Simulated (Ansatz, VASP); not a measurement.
# Al2BAs3 in VASP and in Ansatz

```
CELL_PARAMETERS angstrom
1.91944 -3.32458 0.00000
-5.75833 -3.32458 0.00000
0.00000 0.00000 -9.56348
ATOMIC_POSITIONS crystal
Al 0.50000 0.50000 0.01051
Al 0.00000 0.00000 0.01051
Al 0.00000 0.66667 0.65513
Al 0.50000 0.16667 0.65513
B 0.50000 0.83333 0.32682
B 0.00000 0.33333 0.32682
As 0.00000 0.00000 0.75347
As 0.50000 0.50000 0.75347
As 0.00000 0.66667 0.39519
As 0.50000 0.16667 0.39519
As 0.50000 0.83333 0.10889
As 0.00000 0.33333 0.10889
```

Alike in both runs: task single point; functional PBE; k mesh 4 × 2 × 2; occupations gaussian, width 0.1 eV; no spin polarisation.

```csv
,VASP,Ansatz
version,VASP 6.6.1,Ansatz 0.2.0
potentials or method,"VASP PAW PBE potentials, release 64 (Al, B, As), cutoff 520 eV","scalar-relativistic, plane waves, PAW"
valence electrons in the cell,48,108
```

Ansatz gave:

* gap on the k mesh at the Fermi level (eV): 0.33
* least direct gap on the mesh (eV): 0.33
* pressure (GPa): 0.0
* traceless stress, the component that is largest in VASP (GPa): -0.45
* rms of the force components (eV/Å): 0.012

Question: Estimate VASP's values.

Answer: gap on the k mesh at the Fermi level (eV): 0.32; least direct gap on the mesh (eV): 0.32; pressure (GPa): 0.2; traceless stress, the component that is largest in VASP (GPa): -0.45; rms of the force components (eV/Å): 0.013.

Atom by atom the forces differ by 0.010 eV/Å (rms over components). VASP's potentials hold 48 valence electrons a cell and Ansatz's 108, so a difference there can come from the potentials and not from the codes.

The k mesh is coarse, so the values compare programs but aren't converged.
